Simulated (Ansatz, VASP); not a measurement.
## One calculation of Ta4N3, two programs

Contents of INCAR:

```
SYSTEM = Ta4N3
PREC = Accurate
ENCUT = 520
EDIFF = 1E-7
ISMEAR = 0
SIGMA = 0.15
LREAL = .False.
LASPH = .True.
NELM = 100
ALGO = Normal
ISIF = 2
LWAVE = .False.
LCHARG = .True.
GGA = PS
LELF = .True.
LVHAR = .True.
NBANDS = 72
```

Contents of KPOINTS:

```
Automatic mesh
0
Gamma
  9 9 5
  0 0 0
```

File POSCAR:

```
Ta4N3
1.0
   -4.3571443853      0.0000000000      0.0000000000
    0.0000000000     -4.3571443853      0.0000000000
    0.0000000000      0.0000000000      8.3953519637
Ta N
8 6
Direct
    0.5000000000      0.0000000000      0.6306704114
    0.0000000000      0.5000000000      0.1217368967
    0.0000000000      0.0000000000      0.8960830506
    0.5000000000      0.5000000000      0.3871495359
    0.5000000000      0.0000000000      0.1217368967
    0.0000000000      0.5000000000      0.6306704114
    0.5000000000      0.5000000000      0.8741912869
    1.0000000000      1.0000000000      0.3652577722
    0.5000000000      1.0000000000      0.3762036541
    0.0000000000      0.5000000000      0.8851371687
    0.0000000000      0.0000000000      0.6306704114
    0.5000000000      0.5000000000      0.1217368967
    1.0000000000      0.5000000000      0.3762036541
    0.5000000000      0.0000000000      0.8851371687
```

Input for Ansatz:

```yaml
crystal:
  lattice:
    - [-4.3571443853, 0.0, 0.0]
    - [0.0, -4.3571443853, 0.0]
    - [0.0, 0.0, 8.3953519637]
  atoms:
    - { symbol: Ta, position: [0.5, 0.0, 0.6306704114] }
    - { symbol: Ta, position: [0.0, 0.5, 0.1217368967] }
    - { symbol: Ta, position: [0.0, 0.0, 0.8960830506] }
    - { symbol: Ta, position: [0.5, 0.5, 0.3871495359] }
    - { symbol: Ta, position: [0.5, 0.0, 0.1217368967] }
    - { symbol: Ta, position: [0.0, 0.5, 0.6306704114] }
    - { symbol: Ta, position: [0.5, 0.5, 0.8741912869] }
    - { symbol: Ta, position: [1.0, 1.0, 0.3652577722] }
    - { symbol: "N", position: [0.5, 1.0, 0.3762036541] }
    - { symbol: "N", position: [0.0, 0.5, 0.8851371687] }
    - { symbol: "N", position: [0.0, 0.0, 0.6306704114] }
    - { symbol: "N", position: [0.5, 0.5, 0.1217368967] }
    - { symbol: "N", position: [1.0, 0.5, 0.3762036541] }
    - { symbol: "N", position: [0.5, 0.0, 0.8851371687] }
basis:
  ecutwfc: 420
kpoints:
  mp_grid: { grid: [9, 9, 5] }
hamiltonian:
  xc: pbesol
scf:
  occupations: { method: gaussian, width: 0.15 }
output:
  forces: true
  stress: true
  eigenvalues: true
```

Alike in both runs: task single point; functional PBEsol; k mesh 9 × 9 × 5; occupations gaussian, width 0.15 eV; no spin polarisation.

|  | VASP | Ansatz |
| --- | --- | --- |
| version | VASP 6.6.1 | Ansatz 0.2.0 |
| potentials or method | VASP PAW PBE potentials, release 64 (Ta_pv, N), cutoff 520 eV | scalar-relativistic, plane waves, PAW |
| valence electrons in the cell | 118 | 134 |

```tsv
	VASP	Ansatz	Ansatz less VASP
gap on the k mesh at the Fermi level (eV)	none	none	-
pressure (GPa)	8.4	7.5	-0.86
traceless stress, the component that is largest in VASP (GPa)	8.80	8.63	-0.170
rms of the force components (eV/Å)	0.791	0.777	-0.0138
```

VASP's potentials were made for PBE, not for PBEsol. Atom by atom the forces differ by 0.018 eV/Å (rms over components). A gap of «none» marks a metal or a gap that the smearing closes. VASP's potentials hold 118 valence electrons a cell and Ansatz's 134, so a difference there can come from the potentials and not from the codes.

Spin-orbit coupling is off throughout.
